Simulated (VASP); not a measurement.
# ZrS (R-3m) in VASP: single point with LDA

Aim: the single point of ZrS with LDA.

Program: VASP 6.6.1. These are calculated values, not measurements. Logs are shortened: lines on timing, memory, paths and dates and some standing lists are left out, and cuts for length are marked.

## (1) The cell of the first run

The structure is trigonal, space group R-3m (No. 166). Conventional cell: a = 3.840 Å, b = 3.840 Å, c = 8.587 Å, α = 90.00°, β = 90.00°, γ = 120.00°. Within 3.9 Å of Zr (site symmetry -3m) lie 6 S at 2.64 Å and 12 Zr at 3.62 to 3.84 Å. Within 3.9 Å of S (site symmetry -3m) lie 6 Zr at 2.64 Å and 12 S at 3.62 to 3.84 Å.

## (2) Single point, LDA (18.27 Å³/atom)

INCAR reads:

```
PREC = Accurate ; ENCUT = 520
EDIFF = 1E-6 ; ISMEAR = 0
SIGMA = 0.15 ; LREAL = False
LASPH = True ; NELM = 80
ALGO = Normal ; ISIF = 2
LWAVE = False ; LCHARG = False
NBANDS = 16
```

KPOINTS reads:

```
regular mesh
0
Gamma
  16 16 16
```

POSCAR reads:

```
ZrS
1.0
   -0.1574707019      2.5575413995      2.5575413995
    2.5575413995     -0.1574707019      2.5575413995
    2.5575413995      2.5575413995     -0.1574707019
Zr S
1 1
Direct
    0.0000000000      0.0000000000      0.0000000000
    0.5000000000      0.5000000000      0.5000000000
```

Potentials or basis: VASP PAW LDA potentials, release 64 (Zr_sv, S).

The run is started by

```console
> cat potpaw_LDA.64/Zr_sv/POTCAR potpaw_LDA.64/S/POTCAR > POTCAR
> mpirun -np 1 vasp_std > vasp.out
```

OUTCAR:

```text
PREC = Accurate
   ENCUT = 520
   EDIFF = 1E-6
   ISMEAR = 0
   LREAL = False
   LASPH = True
   NELM = 80
   ISIF = 2

 ion  position               nearest neighbor table
   1  0.000  0.000  0.000-   2 2.64   2 2.64   2 2.64   2 2.64   2 2.64   2 2.64
   2  0.500  0.500  0.500-   1 2.64   1 2.64   1 2.64   1 2.64   1 2.64   1 2.64

  LATTYP: Found a trigonal (rhomboedric) cell.
 ALAT       =     3.6203360400
 COS(alpha) =     0.4375994043

  Lattice vectors:

 A1 = (  -0.1574707019,   2.5575413995,   2.5575413995)
 A2 = (   2.5575413995,  -0.1574707019,   2.5575413995)
 A3 = (   2.5575413995,   2.5575413995,  -0.1574707019)

Analysis of symmetry for initial positions (statically):
=====================================================================
 Subroutine PRICEL returns:
 Original cell was already a primitive cell.

 Routine SETGRP: Setting up the symmetry group for a
 trigonal (rhombohedral) supercell.

 Subroutine GETGRP returns: Found 12 space group operations
 (whereof 12 operations were pure point group operations)
 out of a pool of 12 trial point group operations.

The static configuration has the point symmetry D_3d.

Analysis of symmetry for dynamics (positions and initial velocities):
=====================================================================
 Subroutine PRICEL returns:
 Original cell was already a primitive cell.

 Routine SETGRP: Setting up the symmetry group for a
 trigonal (rhombohedral) supercell.

 Subroutine GETGRP returns: Found 12 space group operations
 (whereof 12 operations were pure point group operations)
 out of a pool of 12 trial point group operations.

The dynamic configuration has the point symmetry D_3d.

 Subroutine INISYM returns: Found 12 space group operations
 (whereof 12 operations are pure point group operations),
 and found     1 'primitive' translations

----------------------------------------------------------------------------------------

                                     Primitive cell

  volume of cell :      36.5440

  direct lattice vectors                    reciprocal lattice vectors
    -0.157470702  2.557541399  2.557541399    -0.178311651  0.190010832  0.190010832
[... 81 lines left out ...]
   LNONCOLLINEAR =      F non collinear calculations
   LSORBIT =      F    spin-orbit coupling
   LASPH  =      T    aspherical Exc in radial PAW
   ENCUT  =  520.0 eV  38.22 Ry    6.18 a.u.   6.73  6.73  6.73*2*pi/ulx,y,z
   NELM   =     80;   NELMIN=  2; NELMDL= -5     # of ELM steps
   EDIFF  = 0.1E-05   stopping-criterion for ELM
   LREAL  =      F    real-space projection
   EDIFFG = 0.1E-04   stopping-criterion for IOM
   NSW    =      0    number of steps for IOM
   IBRION =     -1    ionic relax: 0-MD 1-quasi-New 2-CG
   NFREE  =      0    steps in history (QN), initial steepest desc. (CG)
   ISIF   =      2    stress and relaxation
   ISYM   =      2    0-nonsym 1-usesym 2-fastsym
   POTIM  = 0.5000    time-step for ionic-motion
   TEBEG  =    0.0;   TEEND  =   0.0 temperature during run
   PSTRESS=    0.0 pullay stress
   NELECT =      18.0000    total number of electrons
   NUPDOWN=      -1.0000    fix difference up-down
   EMIN   =  10.00;   EMAX   =-10.00  energy-range for DOS
   EFERMI =   0.00;   METHOD = LEGACY
   ISMEAR =     0;   SIGMA  =   0.15  broadening in eV -4-tet -1-fermi 0-gaus
   EFERMI_NEDOS =   21; number of points for ismear=-14 and -15
   IALGO  =     38    algorithm
   IMIX   =      4    mixing-type and parameters
     AMIX     =   0.40;   BMIX     =  1.00
     AMIX_MAG =   1.60;   BMIX_MAG =  1.00
  volume/ion in A,a.u.               =      18.27       123.31
  Fermi-wavevector in a.u.,A,eV,Ry     =   1.292886  2.443201 22.742883  1.671555
  Thomas-Fermi vector in A             =   2.424566
   LORBIT       =      0    0 simple, 1 ext, 2 COOP (PROOUT), +10 PAW based schemes
   GGA     = CA    functional components
   LHFCALC =     F    Hartree Fock is set to
   AEXX    =    0.0000 exact exchange contribution
   IVDW    =     0    specifies the selected vdW correction
   LEPSILON=     F    determine dielectric tensor
   LRPA    =     F    only Hartree local field effects (RPA)
 non-spin polarized calculation
 Gauss-broadening in eV      SIGMA  =   0.15
  energy-cutoff  :      520.00
  volume of cell :       36.54
 maximum number of plane-waves:       998
   NGX = 13   NGY = 13   NGZ = 13

 number of electron      18.0000001 magnetization

 Free energy of the ion-electron system (eV)
  ---------------------------------------------------
  ext. energy  EPLUGINS =         0.00000000
  ---------------------------------------------------
  free energy    TOTEN  =       -17.04655000 eV

  energy without entropy =      -17.03145646  energy(sigma->0) =      -17.03900323

 E-fermi :  10.3762     XC(G=0): -11.4923

 val. band max:       10.3756141480   @ k =  -0.2500   0.1250   0.0000
 cond. band min:      10.3867455869   @ k =   0.2500   0.1875   0.1250
 fundamental gap:      0.0111314389
 Fermi energy:        10.3761717061

 k-point     1 :       0.0000    0.0000    0.0000
  band No.  band energies     occupation
      1     -39.3321      2.00000
      2     -17.4711      2.00000
      3     -17.4711      2.00000
      4     -17.3784      2.00000
      5      -5.2855      2.00000
      6       6.7996      2.00000
[... 433 lines left out ...]
      3     -17.4756      2.00000
      4     -17.3841      2.00000
      5      -5.1637      2.00000
      6       6.0495      2.00000
[... 8 lines left out ...]
     15      18.0362      0.00000
     16      21.2058      0.00000

 [... further k-points ...]

------------------------ aborting loop because EDIFF is reached ----------------------------------------

  FORCE on cell =-STRESS in cart. coord.  units (eV):
  Direction    XX          YY          ZZ          XY          YZ          ZX
  --------------------------------------------------------------------------------------
  -------------------------------------------------------------------------------------
  Total       -2.2563536     -2.2563536     -2.2563536      0.3795765      0.3795765      0.3795765
  in kB      -98.9239985    -98.9239985    -98.9239985     16.6415533     16.6415533     16.6415533
  external PRESSURE =     -98.9239985 kB  Pullay stress =       0.0000000 kB

 VOLUME and BASIS-vectors are now :
 -----------------------------------------------------------------------------
  energy-cutoff  :      520.00
  volume of cell :       36.54
      direct lattice vectors                 reciprocal lattice vectors
    -0.157470702  2.557541399  2.557541399    -0.178311651  0.190010832  0.190010832
     2.557541399 -0.157470702  2.557541399     0.190010832 -0.178311651  0.190010832
     2.557541399  2.557541399 -0.157470702     0.190010832  0.190010832 -0.178311651

 POSITION                                       TOTAL-FORCE (eV/Angst)
 -----------------------------------------------------------------------------------
      0.00000      0.00000      0.00000        -0.000000     -0.000000      0.000000
      2.47881      2.47881      2.47881         0.000000      0.000000     -0.000000
 -----------------------------------------------------------------------------------
    total drift:                                0.000000      0.000000      0.000000

  FREE ENERGIE OF THE ION-ELECTRON SYSTEM (eV)
  ---------------------------------------------------
  free  energy   TOTEN  =       -17.0465500039 eV

  energy  without entropy=      -17.0314564649  energy(sigma->0) =      -17.03900323
```

OSZICAR:

```text
N       E                     dE             d eps       ncg     rms          rms(c)
DAV:   1     0.119446304536E+03    0.11945E+03   -0.95579E+03 13352   0.110E+03
DAV:   2    -0.128011162090E+02   -0.13225E+03   -0.12747E+03 17600   0.280E+02
DAV:   3    -0.179028513068E+02   -0.51017E+01   -0.50679E+01 20936   0.487E+01
DAV:   4    -0.179902173435E+02   -0.87366E-01   -0.87338E-01 17184   0.582E+00
DAV:   5    -0.179919555868E+02   -0.17382E-02   -0.17382E-02 19544   0.636E-01    0.146E+01
DAV:   6    -0.170913448790E+02    0.90061E+00   -0.19623E+00 16944   0.953E+00    0.668E+00
DAV:   7    -0.170546046014E+02    0.36740E-01   -0.17140E-01 18976   0.266E+00    0.287E+00
DAV:   8    -0.170472532609E+02    0.73513E-02   -0.28900E-02 16064   0.102E+00    0.479E-01
DAV:   9    -0.170466612505E+02    0.59201E-03   -0.40620E-03 16440   0.351E-01    0.193E-01
DAV:  10    -0.170465526103E+02    0.10864E-03   -0.55932E-04 16856   0.221E-01    0.550E-02
DAV:  11    -0.170465504149E+02    0.21954E-05   -0.37604E-05 17216   0.515E-02    0.340E-02
DAV:  12    -0.170465500039E+02    0.41109E-06   -0.12831E-06 13832   0.892E-03
   1 F= -.17046550E+02 E0= -.17039003E+02  d E =-.150935E-01
```

Run time: 5.4 min. Hardware: 1 thread of Intel Xeon 8259CL, shared host; peak memory 0.33 GiB.

Results:

```
Free energy            : -17.0466 eV
Pressure               : -9.9 GPa
Band gap on the k mesh : zero (bands 9 and 10 overlap by 3.33 eV)
```

Caveat: the cell stands under tension.
